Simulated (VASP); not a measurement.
# MgO (I4/mmm) in VASP: notebook, part 2 of 2

VASP 6.6.1. The steps go on from the part before.

## Step 4: Single point, PBEsol (strain +0.000 along x and y, +0.025 along z)

INCAR

```
SYSTEM = MgO
ALGO = Normal ; EDIFF = 1E-6
ENCUT = 520 ; GGA = PS
ISIF = 2 ; ISMEAR = 0
LASPH = .True. ; LCHARG = .False.
LREAL = .False. ; LWAVE = .False.
NBANDS = 11 ; NELM = 60
PREC = Accurate ; SIGMA = 0.05
```

KPOINTS

```
k-points
0
Gamma
  10 10 10
  0 0 0
```

POSCAR

```
MgO
1.0
    0.0000000000      2.1071057205      2.1597833635
    2.1071057205      0.0000000000      2.1597833635
    2.1071057205      2.1071057205      0.0000000000
Mg O
1 1
Direct
    0.0000000000      0.0000000000      0.0000000000
    0.5000000000      0.5000000000      0.5000000000
```

Potentials or basis: VASP PAW PBE potentials, release 64 (Mg, O).

On the command line:

```
cat potpaw_PBE.64/Mg/POTCAR potpaw_PBE.64/O/POTCAR > POTCAR
mpirun -np 1 vasp_std > vasp.out
```

OUTCAR:

```text
SYSTEM = MgO
   EDIFF = 1E-6
   ENCUT = 520
   GGA = PS
   ISIF = 2
   ISMEAR = 0
   LASPH = .True.
   LREAL = .False.
   NELM = 60
   PREC = Accurate

 ion  position               nearest neighbor table
   1  0.000  0.000  0.000-   2 2.11   2 2.11   2 2.11   2 2.11   2 2.16   2 2.16
   2  0.500  0.500  0.500-   1 2.11   1 2.11   1 2.11   1 2.11   1 2.16   1 2.16

  LATTYP: Found a body centered tetragonal cell.
 ALAT       =     2.9798974873
 C/A-ratio  =     1.4495689014

  Lattice vectors:

 A1 = (  -2.1071057205,   0.0000000000,   2.1597833635)
 A2 = (   2.1071057205,   0.0000000000,   2.1597833635)
 A3 = (   0.0000000000,   2.1071057205,  -2.1597833635)

Analysis of symmetry for initial positions (statically):
=====================================================================
 Subroutine PRICEL returns:
 Original cell was already a primitive cell.

 Routine SETGRP: Setting up the symmetry group for a
 body centered tetragonal supercell.

 Subroutine GETGRP returns: Found 16 space group operations
 (whereof 16 operations were pure point group operations)
 out of a pool of 16 trial point group operations.

The static configuration has the point symmetry D_4h.

Analysis of symmetry for dynamics (positions and initial velocities):
=====================================================================
 Subroutine PRICEL returns:
 Original cell was already a primitive cell.

 Routine SETGRP: Setting up the symmetry group for a
 body centered tetragonal supercell.

 Subroutine GETGRP returns: Found 16 space group operations
 (whereof 16 operations were pure point group operations)
 out of a pool of 16 trial point group operations.

The dynamic configuration has the point symmetry D_4h.

 Subroutine INISYM returns: Found 16 space group operations
 (whereof 16 operations are pure point group operations),
 and found     1 'primitive' translations

----------------------------------------------------------------------------------------

                                     Primitive cell

  volume of cell :      19.1784

  direct lattice vectors                    reciprocal lattice vectors
     0.000000000  2.107105720  2.159783363    -0.237292318  0.237292318  0.231504700
     2.107105720  0.000000000  2.159783363     0.237292318 -0.237292318  0.231504700
     2.107105720  2.107105720  0.000000000     0.237292318  0.237292318 -0.231504700

  length of vectors
     3.017376127  3.017376127  2.979897487     0.407688256  0.407688256  0.407688256

  position of ions in fractional coordinates (direct lattice)
     0.000000000  0.000000000  0.000000000
     0.500000000  0.500000000  0.500000000

  ion indices of the primitive-cell ions
   primitive index   ion index
                 1           1
                 2           2

----------------------------------------------------------------------------------------

 KPOINTS: k-points

Automatic generation of k-mesh.
 Grid dimensions read from file:
 generate k-points for:   10   10   10

 Generating k-lattice:

  Cartesian coordinates                     Fractional coordinates (reciprocal lattice)
    -0.023729232  0.023729232  0.023150470     0.100000000  0.000000000  0.000000000
     0.023729232 -0.023729232  0.023150470     0.000000000  0.100000000  0.000000000
     0.023729232  0.023729232 -0.023150470     0.000000000  0.000000000  0.100000000

  Length of vectors
     0.040768826  0.040768826  0.040768826

  Shift w.r.t. Gamma in fractional coordinates (k-lattice)
     0.000000000  0.000000000  0.000000000

 Subroutine IBZKPT returns following result:
 ===========================================

 Found    102 irreducible k-points:

 Following reciprocal coordinates:
            Coordinates               Weight
  0.000000  0.000000  0.000000      1.000000
  0.100000  0.000000  0.000000      8.000000
  0.200000  0.000000  0.000000      8.000000
  0.300000  0.000000  0.000000      8.000000
  0.400000  0.000000  0.000000      8.000000
  0.500000  0.000000  0.000000      4.000000
[... 16 lines left out ...]
  0.300000  0.300000  0.000000      2.000000
  0.400000  0.300000  0.000000      8.000000
 [... further k-points ...]
   k-points           NKPTS =    102   k-points in BZ     NKDIM =    102   number of bands    NBANDS=     11
   number of dos      NEDOS =    301   number of ions     NIONS =      2
   total plane-waves  NPLWV =  13824
   dimension x,y,z NGX =    24 NGY =   24 NGZ =   24
   dimension x,y,z NGXF=    48 NGYF=   48 NGZF=   48
   ions per type =               1   1
   NGX,Y,Z   is equivalent  to a cutoff of  13.22, 13.22, 13.39 a.u.
   NGXF,Y,Z  is equivalent  to a cutoff of  26.45, 26.45, 26.78 a.u.
 SYSTEM =  MgO
   PREC   = accura    normal or accurate (medium, high low for compatibility)
   ISTART =      0    job   : 0-new  1-cont  2-samecut
   ICHARG =      2    charge: 1-file 2-atom 10-const
   ISPIN  =      1    spin polarized calculation?
   LNONCOLLINEAR =      F non collinear calculations
   LSORBIT =      F    spin-orbit coupling
   LASPH  =      T    aspherical Exc in radial PAW
   ENCUT  =  520.0 eV  38.22 Ry    6.18 a.u.   5.61  5.61  5.54*2*pi/ulx,y,z
   NELM   =     60;   NELMIN=  2; NELMDL= -5     # of ELM steps
   EDIFF  = 0.1E-05   stopping-criterion for ELM
   LREAL  =      F    real-space projection
   EDIFFG = 0.1E-04   stopping-criterion for IOM
   NSW    =      0    number of steps for IOM
   IBRION =     -1    ionic relax: 0-MD 1-quasi-New 2-CG
   NFREE  =      0    steps in history (QN), initial steepest desc. (CG)
   ISIF   =      2    stress and relaxation
   ISYM   =      2    0-nonsym 1-usesym 2-fastsym
   POTIM  = 0.5000    time-step for ionic-motion
   TEBEG  =    0.0;   TEEND  =   0.0 temperature during run
   PSTRESS=    0.0 pullay stress
   NELECT =       8.0000    total number of electrons
   NUPDOWN=      -1.0000    fix difference up-down
   EMIN   =  10.00;   EMAX   =-10.00  energy-range for DOS
[... 5 lines left out ...]
     AMIX     =   0.40;   BMIX     =  1.00
     AMIX_MAG =   1.60;   BMIX_MAG =  1.00
  volume/ion in A,a.u.               =       9.59        64.71
  Fermi-wavevector in a.u.,A,eV,Ry     =   1.223209  2.311529 20.357573  1.496239
  Thomas-Fermi vector in A             =   2.358328
   LORBIT       =      0    0 simple, 1 ext, 2 COOP (PROOUT), +10 PAW based schemes
   GGA     = PS    functional components
   LHFCALC =     F    Hartree Fock is set to
   AEXX    =    0.0000 exact exchange contribution
   IVDW    =     0    specifies the selected vdW correction
   LEPSILON=     F    determine dielectric tensor
   LRPA    =     F    only Hartree local field effects (RPA)
 non-spin polarized calculation
 Gauss-broadening in eV      SIGMA  =   0.05
  energy-cutoff  :      520.00
  volume of cell :       19.18
 maximum number of plane-waves:       533
 NGX is ok and might be reduce to    24
   NGX = 11   NGY = 11   NGZ = 11

 number of electron       8.0000003 magnetization

 Free energy of the ion-electron system (eV)
  ---------------------------------------------------
  ext. energy  EPLUGINS =         0.00000000
  ---------------------------------------------------
  free energy    TOTEN  =       -12.50186299 eV

  energy without entropy =      -12.50186299  energy(sigma->0) =      -12.50186299

 E-fermi :   3.1440     XC(G=0): -11.1833

 val. band max:        2.9066848357   @ k =   0.0000   0.0000   0.0000
 cond. band min:       7.2541836987   @ k =   0.0000   0.0000   0.0000
 fundamental gap:      4.3474988630
 Fermi energy:         3.1440373544

 k-point     1 :       0.0000    0.0000    0.0000
  band No.  band energies     occupation
      1     -14.2005      2.00000
      2       2.8542      2.00000
      3       2.8542      2.00000
      4       2.9067      2.00000
      5       7.2542      0.00000
      6      18.1934      0.00000
      7      18.4525      0.00000
      8      18.4525      0.00000
      9      22.1417      0.00000
     10      23.6011      0.00000
     11      24.3869      0.00000
[... 309 lines left out ...]
 k-point    24 :       0.4000    0.3000    0.0000
  band No.  band energies     occupation
      1     -13.0311      2.00000
      2      -0.6815      2.00000
      3       1.6213      2.00000
      4       1.8571      2.00000
      5      12.1064      0.00000
      6      12.9221      0.00000
      7      15.8625      0.00000
      8      20.7676      0.00000
      9      20.9250      0.00000
     10      27.5175      0.00000
     11      29.0105      0.00000

 [... further k-points ...]

------------------------ aborting loop because EDIFF is reached ----------------------------------------

  FORCE on cell =-STRESS in cart. coord.  units (eV):
  Direction    XX          YY          ZZ          XY          YZ          ZX
  --------------------------------------------------------------------------------------
  -------------------------------------------------------------------------------------
  Total       -0.3213553     -0.3213553     -0.8180824      0.0000000      0.0000000      0.0000000
  in kB      -26.8462272    -26.8462272    -68.3431222      0.0000000      0.0000000      0.0000000
  external PRESSURE =     -40.6785255 kB  Pullay stress =       0.0000000 kB

 VOLUME and BASIS-vectors are now :
 -----------------------------------------------------------------------------
  energy-cutoff  :      520.00
  volume of cell :       19.18
      direct lattice vectors                 reciprocal lattice vectors
     0.000000000  2.107105720  2.159783363    -0.237292318  0.237292318  0.231504700
     2.107105720  0.000000000  2.159783363     0.237292318 -0.237292318  0.231504700
     2.107105720  2.107105720  0.000000000     0.237292318  0.237292318 -0.231504700

 POSITION                                       TOTAL-FORCE (eV/Angst)
 -----------------------------------------------------------------------------------
      0.00000      0.00000      0.00000         0.000000     -0.000000      0.000000
      2.10711      2.10711      2.15978         0.000000      0.000000      0.000000
 -----------------------------------------------------------------------------------
    total drift:                               -0.000000     -0.000000      0.000000

  FREE ENERGIE OF THE ION-ELECTRON SYSTEM (eV)
  ---------------------------------------------------
  free  energy   TOTEN  =       -12.5018629928 eV

  energy  without entropy=      -12.5018629928  energy(sigma->0) =      -12.50186299
```

OSZICAR:

```text
N       E                     dE             d eps       ncg     rms          rms(c)
DAV:   1     0.127177005978E+02    0.12718E+02   -0.45582E+03  2556   0.642E+02
DAV:   2    -0.133204192546E+02   -0.26038E+02   -0.25478E+02  2568   0.134E+02
DAV:   3    -0.138847390450E+02   -0.56432E+00   -0.56397E+00  2706   0.170E+01
DAV:   4    -0.138861289090E+02   -0.13899E-02   -0.13898E-02  2487   0.964E-01
DAV:   5    -0.138861333924E+02   -0.44834E-05   -0.44833E-05  2637   0.532E-02    0.665E+00
DAV:   6    -0.125395709128E+02    0.13466E+01   -0.78105E+00  2343   0.151E+01    0.223E+00
DAV:   7    -0.125159423191E+02    0.23629E-01   -0.59605E-02  2484   0.212E+00    0.131E+00
DAV:   8    -0.125023140414E+02    0.13628E-01   -0.25938E-02  2349   0.181E+00    0.238E-01
DAV:   9    -0.125019655461E+02    0.34850E-03   -0.44225E-04  2595   0.147E-01    0.147E-01
DAV:  10    -0.125018608316E+02    0.10471E-03   -0.51927E-04  2496   0.169E-01    0.506E-03
DAV:  11    -0.125018625083E+02   -0.16767E-05   -0.48695E-06  2490   0.154E-02    0.344E-03
DAV:  12    -0.125018629928E+02   -0.48453E-06   -0.88220E-08  1305   0.303E-03
   1 F= -.12501863E+02 E0= -.12501863E+02  d E =-.461111E-14
```

stdout:

```text
POSCAR found type information on POSCAR MgO
 POSCAR found :  2 types and       2 ions
 scaLAPACK will be used
 -----------------------------------------------------------------------------
|                                                                             |
|                                                                             |
|     You enforced a specific xc type in the INCAR file but a different       |
|     I HOPE YOU KNOW WHAT YOU ARE DOING!                                     |
|                                                                             |
 -----------------------------------------------------------------------------

 LDA part: xc-table for (Slater+PW92), standard interpolation
 POSCAR, INCAR and KPOINTS ok, starting setup
 FFT: planning ... GRIDC
 FFT: planning ... GRID_SOFT
 FFT: planning ... GRID
 WAVECAR not read
 entering main loop
```

Run time: 22 s. Hardware: 1 thread of Intel Xeon 6975P-C, shared host; peak memory 0.15 GiB.

Results:

| Item | Value |
| --- | --- |
| Free energy | -12.5019 eV |
| Pressure | -4.1 GPa |
| Band gap on the k mesh | 4.35 eV, direct |

Stress tensor (GPa, compression positive):
```
-2.68  0.00  0.00
 0.00 -2.68  0.00
 0.00  0.00 -6.83
```

Caveat: the cell differs from its parent crystal (strain +0.000 along x and y, +0.025 along z); the PAW data sets were made with another functional, which shifts forces and pressure a little.

## Step 5: Overview

| cell | gap on the mesh (eV) | pressure (GPa) |
| --- | --- | --- |
| a = 2.981, b = 2.981, c = 2.905 Å, angles 60.8, 60.8, 58.3°, 2 atoms | 4.80 | 4.7 |
| a = 3.019, b = 3.019, c = 2.905 Å, angles 61.2, 61.2, 57.5°, 2 atoms | 4.52 | 1.5 |
| a = 3.017, b = 3.017, c = 2.980 Å, angles 60.4, 60.4, 59.2°, 2 atoms | 4.35 | -4.1 |

Alike in all rows: task single point; level PBEsol; potentials or basis VASP PAW PBE potentials, release 64 (Mg, O); no spin polarisation; k mesh 10 × 10 × 10; cutoff (eV) 520; smearing gaussian 0.05 eV.

Caveats: the PAW data sets were made with another functional, which shifts forces and pressure a little.

Absolute energies hang on the potentials; compare differences alone.
